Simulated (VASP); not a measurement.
Here is a VASP 6.6.1 calculation.

INCAR

```
SYSTEM = KNd2Sb3
PREC = Accurate
ENCUT = 500
EDIFF = 1E-6
ISMEAR = 0
SIGMA = 0.1
LREAL = .FALSE.
LASPH = .TRUE.
NELM = 200
ALGO = Normal
ISIF = 2
LWAVE = .FALSE.
LCHARG = .FALSE.
GGA = PE
NBANDS = 32
GGA_COMPAT = .FALSE.
LMAXMIX = 6
```

The input KPOINTS:

```
regular mesh
0
G
  6 6 8
  0 0 0
```

POSCAR

```
KNd2Sb3
1.0
    7.6105184867      0.0000000000      0.0000000000
   -3.8052592433      6.5909023454      0.0000000000
    0.0000000000      0.0000000000      4.5326666774
K Nd Sb
1 2 3
Direct
    0.0000000000      0.0000000000      0.5329645389
    0.6666666667      0.3333333333      1.0320281472
    0.3333333333      0.6666666667      1.0320281472
    0.5000000000      0.5000000000      0.5322053722
    0.5000000000      0.0000000000      0.5322053722
    0.0000000000      0.5000000000      0.5322053722
```

Potentials or basis: VASP PAW PBE potentials, release 64 (K_sv, Nd_3, Sb), 4f in core.

Run with:

```console
$ cat potpaw_PBE.64/K_sv/POTCAR potpaw_PBE.64/Nd_3/POTCAR potpaw_PBE.64/Sb/POTCAR > POTCAR
$ mpirun -np 1 vasp_std > vasp.out
```

(1) Estimate the largest force.

(2) Estimate the pressure.

## Answers

(1) 0.007 eV/Å.

(2) 0.1 GPa.
